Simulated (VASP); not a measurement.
# CdS (l) (F-43m) in VASP: a series of runs

CdS (l) is run at these levels: LDA; tasks: single point.

Program: VASP 6.6.1. These are calculated values, not measurements. Logs are shortened: lines on timing, memory, paths and dates and some standing lists are left out, and cuts for length are marked.

**1. The cell of the first run**

The structure is cubic, space group F-43m (No. 216). The conventional cell has a = 5.757 Å, b = 5.757 Å, c = 5.757 Å, α = 90.00°, β = 90.00°, γ = 90.00°. Cd (site symmetry -43m) has 4 S at 2.49 Å within 3.3 Å. S (site symmetry -43m) has 4 Cd at 2.49 Å within 3.3 Å.

**2. Single point, LDA**

The input, INCAR:

```
PREC = Accurate ; ENCUT = 500
EDIFF = 1E-6 ; ISMEAR = 0
SIGMA = 0.02 ; LREAL = F
LASPH = T ; NELM = 120
ALGO = Normal ; ISIF = 2
LWAVE = F ; LCHARG = F
GGA = CA ; NBANDS = 16
GGA_COMPAT = F
```

The input, KPOINTS:

```
Automatic mesh
0
Gamma
  8 8 8
```

The input, POSCAR:

```
CdS
1.0
    0.0000000000      2.8782715545      2.8782715545
    2.8782715545      0.0000000000      2.8782715545
    2.8782715545      2.8782715545      0.0000000000
Cd S
1 1
Direct
    0.0000000000      0.0000000000      0.0000000000
    0.2500000000      0.2500000000      0.2500000000
```

Potentials or basis: VASP PAW LDA potentials, release 64 (Cd, S).

Command:

```console
cat potpaw_LDA.64/Cd/POTCAR potpaw_LDA.64/S/POTCAR > POTCAR
mpirun -np 1 vasp_std > vasp.out
```

OUTCAR:

```text
PREC = Accurate
   ENCUT = 500
   EDIFF = 1E-6
   ISMEAR = 0
   LREAL = F
   LASPH = T
   NELM = 120
   ISIF = 2
   GGA = CA

 ion  position               nearest neighbor table
   1  0.000  0.000  0.000-   2 2.49   2 2.49   2 2.49   2 2.49
   2  0.250  0.250  0.250-   1 2.49   1 2.49   1 2.49   1 2.49

  LATTYP: Found a face centered cubic cell.
 ALAT       =     5.7565431090

  Lattice vectors:

 A1 = (   0.0000000000,   2.8782715545,   2.8782715545)
 A2 = (   2.8782715545,   0.0000000000,   2.8782715545)
 A3 = (   2.8782715545,   2.8782715545,   0.0000000000)

Analysis of symmetry for initial positions (statically):
=====================================================================
 Subroutine PRICEL returns:
 Original cell was already a primitive cell.

 Routine SETGRP: Setting up the symmetry group for a
 face centered cubic supercell.

 Subroutine GETGRP returns: Found 24 space group operations
 (whereof 24 operations were pure point group operations)
 out of a pool of 48 trial point group operations.

The static configuration has the point symmetry T_d .

Analysis of symmetry for dynamics (positions and initial velocities):
=====================================================================
 Subroutine PRICEL returns:
 Original cell was already a primitive cell.

 Routine SETGRP: Setting up the symmetry group for a
 face centered cubic supercell.

 Subroutine GETGRP returns: Found 24 space group operations
 (whereof 24 operations were pure point group operations)
 out of a pool of 48 trial point group operations.

The dynamic configuration has the point symmetry T_d .

 Subroutine INISYM returns: Found 24 space group operations
 (whereof 24 operations are pure point group operations),
 and found     1 'primitive' translations

----------------------------------------------------------------------------------------

                                     Primitive cell

  volume of cell :      47.6898

  direct lattice vectors                    reciprocal lattice vectors
     0.000000000  2.878271554  2.878271554    -0.173715367  0.173715367  0.173715367
     2.878271554  0.000000000  2.878271554     0.173715367 -0.173715367  0.173715367
     2.878271554  2.878271554  0.000000000     0.173715367  0.173715367 -0.173715367

  length of vectors
     4.070490669  4.070490669  4.070490669     0.300883842  0.300883842  0.300883842

  position of ions in fractional coordinates (direct lattice)
     0.000000000  0.000000000  0.000000000
     0.250000000  0.250000000  0.250000000

  ion indices of the primitive-cell ions
   primitive index   ion index
                 1           1
                 2           2

----------------------------------------------------------------------------------------

 KPOINTS: Automatic mesh

Automatic generation of k-mesh.
 Grid dimensions read from file:
 generate k-points for:    8    8    8

 Generating k-lattice:

  Cartesian coordinates                     Fractional coordinates (reciprocal lattice)
    -0.021714421  0.021714421  0.021714421     0.125000000  0.000000000  0.000000000
     0.021714421 -0.021714421  0.021714421     0.000000000  0.125000000  0.000000000
     0.021714421  0.021714421 -0.021714421     0.000000000  0.000000000  0.125000000

  Length of vectors
     0.037610480  0.037610480  0.037610480

  Shift w.r.t. Gamma in fractional coordinates (k-lattice)
     0.000000000  0.000000000  0.000000000

 Subroutine IBZKPT returns following result:
 ===========================================

 Found     29 irreducible k-points:

 Following reciprocal coordinates:
            Coordinates               Weight
  0.000000  0.000000  0.000000      1.000000
  0.125000  0.000000  0.000000      8.000000
  0.250000  0.000000  0.000000      8.000000
  0.375000  0.000000  0.000000      8.000000
  0.500000  0.000000  0.000000      4.000000
  0.125000  0.125000  0.000000      6.000000
[... 16 lines left out ...]
  0.500000  0.250000  0.125000     48.000000
 -0.375000  0.250000  0.125000     24.000000
 [... further k-points ...]
   k-points           NKPTS =     29   k-points in BZ     NKDIM =     29   number of bands    NBANDS=     16
   number of dos      NEDOS =    301   number of ions     NIONS =      2
   total plane-waves  NPLWV =  27000
   dimension x,y,z NGX =    30 NGY =   30 NGZ =   30
   dimension x,y,z NGXF=    60 NGYF=   60 NGZF=   60
   ions per type =               1   1
   NGX,Y,Z   is equivalent  to a cutoff of  12.25, 12.25, 12.25 a.u.
   NGXF,Y,Z  is equivalent  to a cutoff of  24.51, 24.51, 24.51 a.u.
 SYSTEM =  unknown system
   PREC   = accura    normal or accurate (medium, high low for compatibility)
   ISTART =      0    job   : 0-new  1-cont  2-samecut
   ICHARG =      2    charge: 1-file 2-atom 10-const
   ISPIN  =      1    spin polarized calculation?
   LNONCOLLINEAR =      F non collinear calculations
   LSORBIT =      F    spin-orbit coupling
   LASPH  =      T    aspherical Exc in radial PAW
   ENCUT  =  500.0 eV  36.75 Ry    6.06 a.u.   7.42  7.42  7.42*2*pi/ulx,y,z
   NELM   =    120;   NELMIN=  2; NELMDL= -5     # of ELM steps
   EDIFF  = 0.1E-05   stopping-criterion for ELM
   LREAL  =      F    real-space projection
   EDIFFG = 0.1E-04   stopping-criterion for IOM
   NSW    =      0    number of steps for IOM
   IBRION =     -1    ionic relax: 0-MD 1-quasi-New 2-CG
   NFREE  =      0    steps in history (QN), initial steepest desc. (CG)
   ISIF   =      2    stress and relaxation
   ISYM   =      2    0-nonsym 1-usesym 2-fastsym
   POTIM  = 0.5000    time-step for ionic-motion
   TEBEG  =    0.0;   TEEND  =   0.0 temperature during run
   PSTRESS=    0.0 pullay stress
   NELECT =      18.0000    total number of electrons
   NUPDOWN=      -1.0000    fix difference up-down
   EMIN   =  10.00;   EMAX   =-10.00  energy-range for DOS
   EFERMI =   0.00;   METHOD = LEGACY
   ISMEAR =     0;   SIGMA  =   0.02  broadening in eV -4-tet -1-fermi 0-gaus
   EFERMI_NEDOS =   21; number of points for ismear=-14 and -15
   IALGO  =     38    algorithm
   IMIX   =      4    mixing-type and parameters
     AMIX     =   0.40;   BMIX     =  1.00
     AMIX_MAG =   1.60;   BMIX_MAG =  1.00
  volume/ion in A,a.u.               =      23.84       160.91
  Fermi-wavevector in a.u.,A,eV,Ry     =   1.183107  2.235747 19.044638  1.399741
  Thomas-Fermi vector in A             =   2.319348
   LORBIT       =      0    0 simple, 1 ext, 2 COOP (PROOUT), +10 PAW based schemes
   GGA     = CA    functional components
   LHFCALC =     F    Hartree Fock is set to
   AEXX    =    0.0000 exact exchange contribution
   IVDW    =     0    specifies the selected vdW correction
   LEPSILON=     F    determine dielectric tensor
   LRPA    =     F    only Hartree local field effects (RPA)
 non-spin polarized calculation
 Gauss-broadening in eV      SIGMA  =   0.02
  energy-cutoff  :      500.00
  volume of cell :       47.69
 maximum number of plane-waves:      1243
 NGX is ok and might be reduce to    30
   NGX = 15   NGY = 15   NGZ = 15

 number of electron      18.0000008 magnetization

 Free energy of the ion-electron system (eV)
  ---------------------------------------------------
  ext. energy  EPLUGINS =         0.00000000
  ---------------------------------------------------
  free energy    TOTEN  =        -7.40660084 eV

  energy without entropy =       -7.40660084  energy(sigma->0) =       -7.40660084

 E-fermi :   1.5880     XC(G=0):  -9.7670

 val. band max:        1.4832617268   @ k =   0.0000   0.0000   0.0000
 cond. band min:       2.4605521043   @ k =   0.0000   0.0000   0.0000
 fundamental gap:      0.9772903775
 Fermi energy:         1.5880380138

 k-point     1 :       0.0000    0.0000    0.0000
  band No.  band energies     occupation
      1     -11.1274      2.00000
      2      -6.4547      2.00000
      3      -6.4547      2.00000
      4      -6.4547      2.00000
      5      -5.9140      2.00000
      6      -5.9140      2.00000
[... 8 lines left out ...]
     15      12.9866      0.00000
     16      12.9866      0.00000

 k-point     2 :       0.1250    0.0000    0.0000
  band No.  band energies     occupation
      1     -11.0572      2.00000
      2      -6.4295      2.00000
      3      -6.4295      2.00000
      4      -6.4016      2.00000
      5      -5.9155      2.00000
      6      -5.9155      2.00000
[... 8 lines left out ...]
     15      12.3129      0.00000
     16      13.3164      0.00000

 k-point     3 :       0.2500    0.0000    0.0000
  band No.  band energies     occupation
      1     -10.8863      2.00000
      2      -6.3751      2.00000
      3      -6.3751      2.00000
      4      -6.2013      2.00000
      5      -5.9099      2.00000
      6      -5.9099      2.00000
[... 8 lines left out ...]
     15      12.0564      0.00000
     16      12.5930      0.00000

 k-point     4 :       0.3750    0.0000    0.0000
  band No.  band energies     occupation
      1     -10.7154      2.00000
      2      -6.3335      2.00000
      3      -6.3335      2.00000
      4      -5.8870      2.00000
      5      -5.8870      2.00000
      6      -5.8057      2.00000
[... 8 lines left out ...]
     15      12.9518      0.00000
     16      12.9518      0.00000

 k-point     5 :       0.5000    0.0000    0.0000
  band No.  band energies     occupation
      1     -10.6452      2.00000
      2      -6.3209      2.00000
      3      -6.3209      2.00000
      4      -5.8715      2.00000
      5      -5.8715      2.00000
      6      -5.4926      2.00000
[... 8 lines left out ...]
     15      14.0545      0.00000
     16      14.0545      0.00000

 k-point     6 :       0.1250    0.1250    0.0000
  band No.  band energies     occupation
      1     -11.0339      2.00000
      2      -6.4148      2.00000
      3      -6.4057      2.00000
      4      -6.4057      2.00000
      5      -5.9333      2.00000
      6      -5.8995      2.00000
[... 8 lines left out ...]
     15      13.0842      0.00000
     16      14.0616      0.00000

 k-point     7 :       0.2500    0.1250    0.0000
  band No.  band energies     occupation
      1     -10.8970      2.00000
      2      -6.3747      2.00000
      3      -6.3472      2.00000
      4      -6.2683      2.00000
      5      -5.9378      2.00000
      6      -5.8855      2.00000
[... 8 lines left out ...]
     15      12.9249      0.00000
     16      14.0638      0.00000

 k-point     8 :       0.3750    0.1250    0.0000
  band No.  band energies     occupation
      1     -10.7268      2.00000
      2      -6.3305      2.00000
      3      -6.2983      2.00000
      4      -6.0181      2.00000
      5      -5.8688      2.00000
      6      -5.8341      2.00000
[... 8 lines left out ...]
     15      13.4660      0.00000
     16      13.5180      0.00000

 k-point     9 :       0.5000    0.1250    0.0000
  band No.  band energies     occupation
      1     -10.6243      2.00000
      2      -6.3090      2.00000
      3      -6.2826      2.00000
      4      -5.9221      2.00000
      5      -5.8676      2.00000
      6      -5.4838      2.00000
[... 8 lines left out ...]
     15      13.8178      0.00000
     16      14.0887      0.00000
[... 172 lines left out ...]
 k-point    19 :       0.5000    0.3750    0.0000
  band No.  band energies     occupation
      1     -10.5194      2.00000
      2      -6.2295      2.00000
      3      -6.0968      2.00000
      4      -6.0777      2.00000
      5      -5.8300      2.00000
      6      -5.4374      2.00000
[... 8 lines left out ...]
     15      14.2069      0.00000
     16      15.2110      0.00000

 k-point    20 :      -0.3750    0.3750    0.0000
  band No.  band energies     occupation
      1     -10.5110      2.00000
      2      -6.2432      2.00000
      3      -6.1257      2.00000
      4      -6.0217      2.00000
      5      -5.8639      2.00000
      6      -5.2644      2.00000
[... 8 lines left out ...]
     15      13.4945      0.00000
     16      15.7834      0.00000

 k-point    21 :       0.5000    0.5000    0.0000
  band No.  band energies     occupation
      1     -10.4969      2.00000
      2      -6.2371      2.00000
      3      -6.0617      2.00000
      4      -6.0617      2.00000
      5      -5.8139      2.00000
      6      -5.4254      2.00000
[... 8 lines left out ...]
     15      13.8448      0.00000
     16      15.0026      0.00000

 k-point    22 :       0.3750    0.2500    0.1250
  band No.  band energies     occupation
      1     -10.7609      2.00000
      2      -6.3196      2.00000
      3      -6.2890      2.00000
      4      -6.1251      2.00000
      5      -5.9118      2.00000
      6      -5.8489      2.00000
[... 8 lines left out ...]
     15      13.4941      0.00000
     16      15.2909      0.00000

 k-point    23 :       0.5000    0.2500    0.1250
  band No.  band energies     occupation
      1     -10.6267      2.00000
      2      -6.2799      2.00000
      3      -6.2489      2.00000
      4      -5.9982      2.00000
      5      -5.8772      2.00000
      6      -5.6052      2.00000
[... 8 lines left out ...]
     15      14.2942      0.00000
     16      14.5927      0.00000

 k-point    24 :      -0.3750    0.2500    0.1250
  band No.  band energies     occupation
      1     -10.5721      2.00000
      2      -6.2755      2.00000
      3      -6.2293      2.00000
      4      -5.9484      2.00000
      5      -5.8848      2.00000
      6      -5.3615      2.00000
[... 8 lines left out ...]
     15      13.7122      0.00000
     16      14.6915      0.00000

 [... further k-points ...]

------------------------ aborting loop because EDIFF is reached ----------------------------------------

  FORCE on cell =-STRESS in cart. coord.  units (eV):
  Direction    XX          YY          ZZ          XY          YZ          ZX
  --------------------------------------------------------------------------------------
  -------------------------------------------------------------------------------------
  Total        0.1634310      0.1634310      0.1634310      0.0000000     -0.0000000      0.0000000
  in kB        5.4905978      5.4905978      5.4905978      0.0000000     -0.0000000      0.0000000
  external PRESSURE =       5.4905978 kB  Pullay stress =       0.0000000 kB

 VOLUME and BASIS-vectors are now :
 -----------------------------------------------------------------------------
  energy-cutoff  :      500.00
  volume of cell :       47.69
      direct lattice vectors                 reciprocal lattice vectors
     0.000000000  2.878271554  2.878271554    -0.173715367  0.173715367  0.173715367
     2.878271554  0.000000000  2.878271554     0.173715367 -0.173715367  0.173715367
     2.878271554  2.878271554  0.000000000     0.173715367  0.173715367 -0.173715367

 POSITION                                       TOTAL-FORCE (eV/Angst)
 -----------------------------------------------------------------------------------
      0.00000      0.00000      0.00000        -0.000000     -0.000000     -0.000000
      1.43914      1.43914      1.43914         0.000000      0.000000      0.000000
 -----------------------------------------------------------------------------------
    total drift:                               -0.000000     -0.000000     -0.000000

  FREE ENERGIE OF THE ION-ELECTRON SYSTEM (eV)
  ---------------------------------------------------
  free  energy   TOTEN  =        -7.4066008397 eV

  energy  without entropy=       -7.4066008397  energy(sigma->0) =       -7.40660084
```

Run time: 12 s. Hardware: 1 thread of Intel Xeon 6975P-C (Granite Rapids), shared host; peak memory 0.15 GiB.

Results:

* Free energy: -7.4066 eV
* Pressure: 0.5 GPa
* Band gap on the k mesh: 0.98 eV, direct

(Continued in part 2 of 2.)
